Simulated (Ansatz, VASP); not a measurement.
**Two plane-wave programs on Ta3AsAu2O13**

```xyz
19
Lattice="5.4520 0.0000 0.0000 -2.7260 4.7216 0.0000 0.0000 0.0000 9.5790" Properties=species:S:1:pos:R:3 pbc="T T T"
Ta    0.0036   -0.0195    1.8835
Ta    0.0189   -0.0652    7.7049
Ta    2.6944    1.6058   -0.0001
As    0.0034    0.0151    4.8333
Au    0.0229    3.1728    2.6530
Au   -0.0108    3.1627    6.9502
O    -0.0100    0.0671   -0.0491
O    -1.3379    4.6286    3.5285
O    -0.5590    1.2717    3.4654
O     1.8783    3.5641    3.4948
O    -1.3587    4.5884    6.1078
O    -0.6104    1.2830    6.0968
O     1.9082    3.5614    6.1182
O     1.1376    1.6083    8.2413
O     3.5463    0.2831    8.2323
O     3.4635    2.8737    8.2064
O     1.1743    1.5811    1.3837
O     3.4761    0.2365    1.3735
O     3.5076    2.9121    1.3234
```

Change from the starting cell: atoms moved at random, drawn with an rms of 0.05 Å.

Alike in both runs: task single point; functional PBE; k mesh 6 × 6 × 3; occupations fermi-dirac, width 0.05 eV; no spin polarisation.

|  | VASP | Ansatz |
| --- | --- | --- |
| version | VASP 6.6.1 | Ansatz 0.2.0 |
| potentials or method | VASP PAW PBE potentials, release 64 (Ta_pv, As, Au, O) | Ansatz PAW |
| plane-wave cutoff (eV) | 520 | 420 |
| valence electrons in the cell | 138 | 170 |

```tsv
	VASP	Ansatz	Ansatz less VASP
gap on the k mesh at the Fermi level (eV)	none	none	-
pressure (GPa)	0.3	-0.2	-0.56
traceless stress, the component that is largest in VASP (GPa)	-0.74	-0.56	+0.172
rms of the force components (eV/Å)	0.533	0.522	-0.0108
```

Atom by atom the forces differ by 0.035 eV/Å (rms over components). A gap of «none» marks a metal or a gap that the smearing closes. VASP's potentials hold 138 valence electrons a cell and Ansatz's 170, so a difference there can come from the potentials and not from the codes.

Spin-orbit coupling is off throughout.
